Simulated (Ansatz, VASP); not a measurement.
**One calculation of CdF2, two programs**

```
Cd F
1.0
     0.00000    2.74068    2.74068
     2.74068    0.00000    2.74068
     2.74068    2.74068    0.00000
Cd F
1 2
Direct
  0.50000 0.50000 0.50000
  0.25000 0.25000 0.25000
  0.75000 0.75000 0.75000
```

Change from the starting cell: ordered vacancies on the cation sites of rock salt (Pmmn, No. 59).

Alike in both runs: task relaxation of cell and atoms; functional PBE; k mesh 8 × 8 × 8; occupations gaussian, width 0.02 eV; no spin polarisation.

|  | VASP | Ansatz |
| --- | --- | --- |
| version | VASP 6.6.1 | Ansatz 0.2.0 |
| potentials or method | VASP PAW PBE potentials, release 64 (Cd, F), cutoff 600 eV | scalar-relativistic, plane waves, PAW |
| valence electrons in the cell | 26 | 34 |

Ansatz gave:

```
gap on the k mesh at the Fermi level, each at its own relaxed structure (eV)  : 2.92
relaxed volume (Å³/atom)                                                      : 13.72
relaxed length of the cell vector where the two differ most in proportion (Å) : 3.876
```

What did VASP give for the same quantities?

gap on the k mesh at the Fermi level, each at its own relaxed structure (eV): 2.87; relaxed volume (Å³/atom): 13.79; relaxed length of the cell vector where the two differ most in proportion (Å): 3.882.

VASP's potentials hold 26 valence electrons a cell and Ansatz's 34, so a difference there can come from the potentials and not from the codes.
